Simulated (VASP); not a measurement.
# Si (a cell with a defect) in VASP: notebook

The runs below take Si (a cell with a defect) through single point, with PBE+D3(BJ).

Everything below comes from runs of VASP 6.6.1. Logs are shortened: lines on timing, memory, paths and dates and some standing lists are left out, and cuts for length are marked.

## Step 1: The cell of the first run

The cell holds a defect, 17 atoms: a = 7.679 Å, b = 7.679 Å, c = 7.679 Å, α = 60.00°, β = 60.00°, γ = 60.00°.

## Step 2: Single point, PBE+D3(BJ)

Input file INCAR:

```
ALGO = Normal ; EDIFF = 1E-6
ENCUT = 520 ; GGA = PE
ISIF = 2 ; ISMEAR = 0
IVDW = 12 ; LASPH = T
LCHARG = F ; LREAL = Auto
LWAVE = F ; NBANDS = 48
NELM = 80 ; PREC = Accurate
SIGMA = 0.05
```

Input file KPOINTS:

```
k-points
0
Gamma
  2 2 2
```

Input file POSCAR:

```
Si
1.0
    0.0000000000      5.4300000000      5.4300000000
    5.4300000000      0.0000000000      5.4300000000
    5.4300000000      5.4300000000      0.0000000000
Si
17
Direct
    0.0015493216      0.0028599758     -0.0071604485
    0.1275932460      0.1282257611      0.1216531285
    0.0013006121      0.0023726312      0.5018519253
    0.1235341779      0.1263802398      0.6242371064
   -0.0012270031      0.5005923168      0.0001229394
    0.1275723642      0.6226708733      0.1215811395
    0.0011666938      0.4950166317      0.5017002069
    0.1275810409      0.6223408316      0.6279537718
    0.4998375662     -0.0011094804      0.0003856992
    0.6210273492      0.1286313059      0.1217266987
    0.4921186172      0.0029436797      0.5021309604
    0.6210021844      0.1283262214      0.6280933767
    0.4998044988      0.5009199369      0.0003375349
    0.6248536449      0.6250211793      0.1250671045
    0.4997122448      0.5007007307      0.4989726928
    0.6209593283      0.6227502389      0.6280392331
    0.8734509129      0.8764555263      0.3742074303
```

Potentials or basis: VASP PAW PBE potentials, release 64 (Si).

Command:

```sh
$ cat potpaw_PBE.64/Si/POTCAR > POTCAR
$ mpirun -np 1 vasp_std > vasp.out
```

OUTCAR:

```text
EDIFF = 1E-6
   ENCUT = 520
   GGA = PE
   ISIF = 2
   ISMEAR = 0
   IVDW = 12
   LASPH = T
   LREAL = Auto
   NELM = 80
   PREC = Accurate
 IVDW          = 12

 ion  position               nearest neighbor table
   1  0.002  0.003  0.993-   4 2.31   6 2.38   2 2.38  10 2.39  17 2.39
   2  0.128  0.128  0.122-   9 2.33   5 2.33   3 2.38   1 2.38  17 2.75
   3  0.001  0.002  0.502-   4 2.31   8 2.38   2 2.38  12 2.38  17 2.39
   4  0.124  0.126  0.624-  11 2.31   1 2.31   3 2.31   7 2.31
   5  0.999  0.501  0.000-   8 2.33   6 2.33   2 2.33  14 2.34
   6  0.128  0.623  0.122-  13 2.33   5 2.33   7 2.38   1 2.38  17 2.75
   7  0.001  0.495  0.502-   4 2.31   8 2.38   6 2.38  16 2.38  17 2.39
   8  0.128  0.622  0.628-  15 2.33   5 2.33   7 2.38   3 2.38  17 2.76
   9  0.500  0.999  0.000-   2 2.33  10 2.33  12 2.33  14 2.34
  10  0.621  0.129  0.122-   9 2.33  13 2.33  11 2.39   1 2.39  17 2.74
  11  0.492  0.003  0.502-   4 2.31  16 2.38  12 2.38  10 2.39  17 2.39
  12  0.621  0.128  0.628-   9 2.33  15 2.34  11 2.38   3 2.38  17 2.75
  13  0.500  0.501  0.000-   6 2.33  10 2.33  16 2.33  14 2.34
  14  0.625  0.625  0.125-   9 2.34  13 2.34  15 2.34   5 2.34
  15  0.500  0.501  0.499-   8 2.33  16 2.33  12 2.34  14 2.34
  16  0.621  0.623  0.628-  13 2.33  15 2.33  11 2.38   7 2.38  17 2.75
  17  0.873  0.876  0.374-  11 2.39   1 2.39   3 2.39   7 2.39  10 2.74  12 2.75   2 2.75  16 2.75
                             6 2.75   8 2.76

  LATTYP: Found a face centered cubic cell.
 ALAT       =    10.8600000000

  Lattice vectors:

 A1 = (   0.0000000000,   5.4300000000,   5.4300000000)
 A2 = (   5.4300000000,   0.0000000000,   5.4300000000)
 A3 = (   5.4300000000,   5.4300000000,   0.0000000000)

Analysis of symmetry for initial positions (statically):
=====================================================================
 Subroutine PRICEL returns:
 Original cell was already a primitive cell.

 Routine SETGRP: Setting up the symmetry group for a
 face centered cubic supercell.

 Subroutine GETGRP returns: Found  1 space group operations
 (whereof  1 operations were pure point group operations)
 out of a pool of 48 trial point group operations.

The static configuration has the point symmetry C_1 .

Analysis of symmetry for dynamics (positions and initial velocities):
=====================================================================
 Subroutine PRICEL returns:
 Original cell was already a primitive cell.

 Routine SETGRP: Setting up the symmetry group for a
 face centered cubic supercell.

 Subroutine GETGRP returns: Found  1 space group operations
 (whereof  1 operations were pure point group operations)
 out of a pool of 48 trial point group operations.

The dynamic configuration has the point symmetry C_1 .

 Subroutine INISYM returns: Found  1 space group operations
 (whereof  1 operations are pure point group operations),
 and found     1 'primitive' translations

----------------------------------------------------------------------------------------

                                     Primitive cell

  volume of cell :     320.2060

  direct lattice vectors                    reciprocal lattice vectors
     0.000000000  5.430000000  5.430000000    -0.092081031  0.092081031  0.092081031
     5.430000000  0.000000000  5.430000000     0.092081031 -0.092081031  0.092081031
     5.430000000  5.430000000  0.000000000     0.092081031  0.092081031 -0.092081031

  length of vectors
     7.679179644  7.679179644  7.679179644     0.159489025  0.159489025  0.159489025

  position of ions in fractional coordinates (direct lattice)
     0.001549322  0.002859976  0.992839551
     0.127593246  0.128225761  0.121653129
     0.001300612  0.002372631  0.501851925
     0.123534178  0.126380240  0.624237106
     0.998772997  0.500592317  0.000122939
     0.127572364  0.622670873  0.121581140
[... 9 lines left out ...]
     0.620959328  0.622750239  0.628039233
     0.873450913  0.876455526  0.374207430

  ion indices of the primitive-cell ions
   primitive index   ion index
                 1           1
                 2           2
                 3           3
                 4           4
                 5           5
                 6           6
[... 9 lines left out ...]
                16          16
                17          17

----------------------------------------------------------------------------------------

 KPOINTS: k-points

Automatic generation of k-mesh.
 Grid dimensions read from file:
 generate k-points for:    2    2    2

 Generating k-lattice:

  Cartesian coordinates                     Fractional coordinates (reciprocal lattice)
    -0.046040516  0.046040516  0.046040516     0.500000000  0.000000000  0.000000000
     0.046040516 -0.046040516  0.046040516     0.000000000  0.500000000  0.000000000
     0.046040516  0.046040516 -0.046040516     0.000000000  0.000000000  0.500000000

  Length of vectors
     0.079744512  0.079744512  0.079744512

  Shift w.r.t. Gamma in fractional coordinates (k-lattice)
     0.000000000  0.000000000  0.000000000

 Subroutine IBZKPT returns following result:
 ===========================================

 Found      8 irreducible k-points:

 Following reciprocal coordinates:
            Coordinates               Weight
  0.000000  0.000000  0.000000      1.000000
  0.500000  0.000000  0.000000      1.000000
  0.000000  0.500000  0.000000      1.000000
  0.000000  0.000000  0.500000      1.000000
  0.500000  0.500000  0.500000      1.000000
  0.500000  0.500000  0.000000      1.000000
  0.000000  0.500000  0.500000      1.000000
  0.500000  0.000000  0.500000      1.000000
   k-points           NKPTS =      8   k-points in BZ     NKDIM =      8   number of bands    NBANDS=     48
   number of dos      NEDOS =    301   number of ions     NIONS =     17
   total plane-waves  NPLWV = 216000
   dimension x,y,z NGX =    60 NGY =   60 NGZ =   60
   dimension x,y,z NGXF=   120 NGYF=  120 NGZF=  120
   ions per type =              17
   NGX,Y,Z   is equivalent  to a cutoff of  12.99, 12.99, 12.99 a.u.
   NGXF,Y,Z  is equivalent  to a cutoff of  25.98, 25.98, 25.98 a.u.
 SYSTEM =  unknown system
   PREC   = accura    normal or accurate (medium, high low for compatibility)
   ISTART =      0    job   : 0-new  1-cont  2-samecut
   ICHARG =      2    charge: 1-file 2-atom 10-const
   ISPIN  =      1    spin polarized calculation?
   LNONCOLLINEAR =      F non collinear calculations
   LSORBIT =      F    spin-orbit coupling
   LASPH  =      T    aspherical Exc in radial PAW
   ENCUT  =  520.0 eV  38.22 Ry    6.18 a.u.  14.28 14.28 14.28*2*pi/ulx,y,z
   NELM   =     80;   NELMIN=  2; NELMDL= -5     # of ELM steps
   EDIFF  = 0.1E-05   stopping-criterion for ELM
   LREAL  =      T    real-space projection
   EDIFFG = 0.1E-04   stopping-criterion for IOM
   NSW    =      0    number of steps for IOM
   IBRION =     -1    ionic relax: 0-MD 1-quasi-New 2-CG
   NFREE  =      0    steps in history (QN), initial steepest desc. (CG)
   ISIF   =      2    stress and relaxation
   ISYM   =      2    0-nonsym 1-usesym 2-fastsym
   POTIM  = 0.5000    time-step for ionic-motion
   TEBEG  =    0.0;   TEEND  =   0.0 temperature during run
   PSTRESS=    0.0 pullay stress
   NELECT =      68.0000    total number of electrons
   NUPDOWN=      -1.0000    fix difference up-down
   EMIN   =  10.00;   EMAX   =-10.00  energy-range for DOS
   EFERMI =   0.00;   METHOD = LEGACY
   ISMEAR =     0;   SIGMA  =   0.05  broadening in eV -4-tet -1-fermi 0-gaus
   EFERMI_NEDOS =   21; number of points for ismear=-14 and -15
   IALGO  =     38    algorithm
   IMIX   =      4    mixing-type and parameters
     AMIX     =   0.40;   BMIX     =  1.00
     AMIX_MAG =   1.60;   BMIX_MAG =  1.00
  volume/ion in A,a.u.               =      18.84       127.11
  Fermi-wavevector in a.u.,A,eV,Ry     =   0.976715  1.845724 12.979587  0.953973
  Thomas-Fermi vector in A             =   2.107356
   LORBIT       =      0    0 simple, 1 ext, 2 COOP (PROOUT), +10 PAW based schemes
   GGA     = PE    functional components
   LHFCALC =     F    Hartree Fock is set to
   AEXX    =    0.0000 exact exchange contribution
   IVDW    =    12    specifies the selected vdW correction
   LEPSILON=     F    determine dielectric tensor
   LRPA    =     F    only Hartree local field effects (RPA)
 non-spin polarized calculation
 Gauss-broadening in eV      SIGMA  =   0.05
  energy-cutoff  :      520.00
  volume of cell :      320.21
 maximum number of plane-waves:      8646
 NGX is ok and might be reduce to    60
   NGX = 29   NGY = 29   NGZ = 29

 number of electron      68.0000001 magnetization

 Free energy of the ion-electron system (eV)
  ---------------------------------------------------
  ext. energy  EPLUGINS =         0.00000000
  ---------------------------------------------------
  free energy    TOTEN  =       -87.99573589 eV

  energy without entropy =      -87.98582759  energy(sigma->0) =      -87.99078174

 E-fermi :   6.9096     XC(G=0):  -9.6743

 val. band max:        6.6792585985   @ k =   0.0000   0.0000   0.0000
 cond. band min:       6.9249461796   @ k =   0.5000   0.0000   0.5000
 fundamental gap:      0.2456875811
 Fermi energy:         6.9095862190

 k-point     1 :       0.0000    0.0000    0.0000
  band No.  band energies     occupation
      1      -6.3183      2.00000
      2      -3.7717      2.00000
      3      -3.6299      2.00000
      4      -3.6279      2.00000
      5      -3.6270      2.00000
      6      -2.8066      2.00000
[... 38 lines left out ...]
     45       8.1223      0.00000
     46       9.0609      0.00000

 k-point     2 :       0.5000    0.0000    0.0000
  band No.  band energies     occupation
      1      -5.9158      2.00000
      2      -4.9569      2.00000
      3      -3.5703      2.00000
      4      -3.4260      2.00000
      5      -3.4239      2.00000
      6      -2.9553      2.00000
[... 286 lines left out ...]
 k-point     8 :       0.5000    0.0000    0.5000
  band No.  band energies     occupation
      1      -5.7830      2.00000
      2      -4.7232      2.00000
      3      -3.9923      2.00000
      4      -3.8789      2.00000
      5      -3.8769      2.00000
      6      -3.6252      2.00000
[... 38 lines left out ...]
     45      10.1199      0.00000
     46      10.1288      0.00000
 [bands above 46 left out]

------------------------ aborting loop because EDIFF is reached ----------------------------------------

 Edisp (eV)   -5.64336

 E8    (eV) :    -2.3345

  FORCE on cell =-STRESS in cart. coord.  units (eV):
  Direction    XX          YY          ZZ          XY          YZ          ZX
  --------------------------------------------------------------------------------------
  -------------------------------------------------------------------------------------
  Total       4.78261     4.77895     4.78508     0.00537     0.00009    -0.00346
  in kB      23.93018    23.91188    23.94255     0.02686     0.00044    -0.01733
  external pressure =       23.93 kB  Pullay stress =        0.00 kB

 VOLUME and BASIS-vectors are now :
 -----------------------------------------------------------------------------
  energy-cutoff  :      520.00
  volume of cell :      320.21
      direct lattice vectors                 reciprocal lattice vectors
     0.000000000  5.430000000  5.430000000    -0.092081031  0.092081031  0.092081031
     5.430000000  0.000000000  5.430000000     0.092081031 -0.092081031  0.092081031
     5.430000000  5.430000000  0.000000000     0.092081031  0.092081031 -0.092081031

 POSITION                                       TOTAL-FORCE (eV/Angst)
 -----------------------------------------------------------------------------------
      5.40665      5.39953      0.02394         0.004135     -0.004270     -0.004556
      1.35684      1.35341      1.38910         0.006155     -0.003974     -0.015825
      2.73794      2.73212      0.01995         0.008298      0.003402      0.004838
      4.07585      4.06040      1.35704        -0.000039      0.000633     -0.001357
      2.71888      5.42400      8.14155         0.019867     -0.010139     -0.021459
      4.04129      1.35290      4.07382         0.018489     -0.003792     -0.005353
[... 9 lines left out ...]
      6.79179      6.78206      6.75334        -0.006478     -0.000397      0.016366
      6.79110      6.77478      9.50199        -0.001782      0.003031      0.000323
 -----------------------------------------------------------------------------------
    total drift:                               -0.005174      0.006148      0.003148

  FREE ENERGIE OF THE ION-ELECTRON SYSTEM (eV)
  ---------------------------------------------------
  free  energy   TOTEN  =       -93.6390924347 eV

  energy  without entropy=      -93.6291841357  energy(sigma->0) =      -93.63413829
```

Wall time 2.5 min (1 thread of AMD EPYC 9R45 (Zen 5), shared host); peak memory 0.43 GiB.

Results:

```yaml
Free_energy: -93.6391 eV
Pressure: 2.4 GPa
Largest_force: 0.031 eV/Å
Band_gap_on_the_k_mesh: zero (bands 34 and 35 overlap by 0.25 eV)
Dispersion_energy_per_atom: -0.332 eV
```

Forces on the atoms (eV/Å):
```
Si   0.004 -0.004 -0.005
Si   0.006 -0.004 -0.016
Si   0.008  0.003  0.005
Si   0.000  0.001 -0.001
Si   0.020 -0.010 -0.021
Si   0.018 -0.004 -0.005
Si  -0.007  0.006 -0.010
Si   0.002 -0.031 -0.001
Si  -0.015  0.014 -0.012
Si  -0.002  0.023  0.004
Si  -0.002 -0.002  0.003
Si  -0.016  0.000  0.008
Si   0.012  0.015  0.016
Si   0.001 -0.003 -0.001
Si  -0.021 -0.006  0.021
Si  -0.006  0.000  0.016
Si  -0.002  0.003  0.000
```

Levels at points of the mesh, in eV from the Fermi level:
```tsv
k point	band 31	band 32	band 33	band 34	band 35	band 36	band 37	band 38
(0.00, 0.00, 0.00)	-0.82	-0.82	-0.82	-0.24	-0.24	-0.23	0.09	0.09
(0.50, 0.00, 0.00)	-1.57	-1.43	-1.43	-0.34	0.54	0.55	0.90	0.90
(0.00, 0.50, 0.00)	-1.57	-1.43	-1.43	-0.35	0.53	0.54	0.90	0.90
(0.00, 0.00, 0.50)	-1.57	-1.43	-1.43	-0.34	0.53	0.55	0.90	0.90
(0.50, 0.50, 0.50)	-1.57	-1.43	-1.43	-0.35	0.53	0.54	0.90	0.90
(0.50, 0.50, 0.00)	-2.02	-1.89	-0.99	0.02	0.72	1.02	1.03	1.15
(0.00, 0.50, 0.50)	-2.02	-1.89	-0.99	0.02	0.72	1.02	1.03	1.15
(0.50, 0.00, 0.50)	-2.02	-1.88	-0.99	0.02	0.72	1.02	1.03	1.15
```

Caveat: the k points lie up to 0.50 Å⁻¹ apart.

## Step 3: Single point, PBE+D3(BJ)

Input file INCAR:

```
  PREC = Accurate
  ENCUT = 520
  EDIFF = 1E-6
  ISMEAR = 0
  SIGMA = 0.05
  LREAL = Auto
  LASPH = T
  NELM = 80
  ALGO = Normal
  ISIF = 2
  LWAVE = F
  LCHARG = F
  GGA = PE
  IVDW = 12
  NBANDS = 48
```

Input file KPOINTS:

```
regular mesh
0
Gamma
  2 2 2
```

Input file POSCAR:

```
Si
1.0
    0.0000000000      5.4300000000      5.4300000000
    5.4300000000      0.0000000000      5.4300000000
    5.4300000000      5.4300000000      0.0000000000
Si
17
Direct
   -0.0001181672     -0.0003394310      0.0002604894
    0.1245924669      0.1239331281      0.1250226625
    0.0029058978      0.0025311645      0.4973192619
    0.1245881802      0.1239869712      0.6265026107
    0.0029298957      0.4965602807      0.0032542951
    0.1239331912      0.6260674998      0.1250776824
    0.0028569618      0.4966184908      0.4973915304
    0.1315126855      0.6224507662      0.6230809988
    0.4970778874      0.0023692570      0.0030911285
    0.6262044237      0.1234711019      0.1252104752
    0.4970715232      0.0023641676      0.4975314819
    0.6229354787      0.1310275863      0.6230441572
    0.4963556214      0.4960493459      0.0038210484
    0.6226938816      0.6221405708      0.1315639395
    0.5001044829      0.4996215716      0.5001328885
    0.6226253588      0.6221523432      0.6236569127
    0.7500178504      0.7493111053      0.7503604470
```

Potentials or basis: VASP PAW PBE potentials, release 64 (Si).

Command:

```sh
$ cat potpaw_PBE.64/Si/POTCAR > POTCAR
$ mpirun -np 1 vasp_std > vasp.out
```

It took 2.5 min on 1 thread of AMD EPYC 9R45 (Zen 5), shared host; peak memory 0.43 GiB.

The run converged. Its results:

```
Free energy                : -93.6392 eV
Pressure                   : 2.4 GPa
Largest force              : 0.022 eV/Å
Band gap on the k mesh     : zero (bands 34 and 35 overlap by 0.26 eV)
Dispersion energy per atom : -0.332 eV
```

Forces in eV/Å, atoms in the order of the input:
```
Si   0.001 -0.002  0.003
Si  -0.003 -0.015  0.010
Si  -0.003  0.005 -0.008
Si   0.015  0.003  0.008
Si  -0.006 -0.006 -0.014
Si  -0.008  0.006  0.008
Si   0.005  0.007 -0.014
Si  -0.001  0.001 -0.002
Si  -0.006  0.003 -0.013
Si   0.006 -0.008  0.019
Si  -0.002  0.006 -0.014
Si   0.000  0.000 -0.003
Si  -0.005  0.006  0.015
Si   0.007  0.006 -0.003
Si   0.002 -0.001  0.000
Si  -0.005 -0.006 -0.002
Si   0.002 -0.004  0.008
```

Levels at points of the mesh, in eV from the Fermi level:
| k point | band 30 | band 31 | band 32 | band 33 | band 34 | band 35 | band 36 | band 37 | band 38 | band 39 |
| --- | --- | --- | --- | --- | --- | --- | --- | --- | --- | --- |
| (0.00, 0.00, 0.00) | -1.75 | -0.82 | -0.82 | -0.82 | -0.24 | -0.24 | -0.23 | 0.08 | 0.09 | 0.41 |
| (0.50, 0.00, 0.00) | -1.58 | -1.57 | -1.43 | -1.43 | -0.34 | 0.53 | 0.54 | 0.90 | 0.90 | 1.29 |
| (0.00, 0.50, 0.00) | -1.58 | -1.57 | -1.43 | -1.43 | -0.34 | 0.53 | 0.54 | 0.90 | 0.90 | 1.29 |
| (0.00, 0.00, 0.50) | -1.58 | -1.58 | -1.43 | -1.43 | -0.34 | 0.54 | 0.54 | 0.90 | 0.90 | 1.29 |
| (0.50, 0.50, 0.50) | -1.58 | -1.58 | -1.43 | -1.43 | -0.34 | 0.54 | 0.54 | 0.90 | 0.90 | 1.29 |
| (0.50, 0.50, 0.00) | -2.02 | -2.02 | -1.89 | -0.99 | 0.01 | 0.71 | 1.03 | 1.03 | 1.15 | 1.90 |
| (0.00, 0.50, 0.50) | -2.02 | -2.02 | -1.89 | -0.99 | 0.02 | 0.72 | 1.02 | 1.03 | 1.15 | 1.90 |
| (0.50, 0.00, 0.50) | -2.02 | -2.02 | -1.89 | -0.99 | 0.02 | 0.72 | 1.02 | 1.03 | 1.15 | 1.90 |

Caveat: the k points lie up to 0.50 Å⁻¹ apart.

(Continued in part 2 of 2.)

The gap in the log of VASP goes by the Fermi energy; the results here count the filled bands.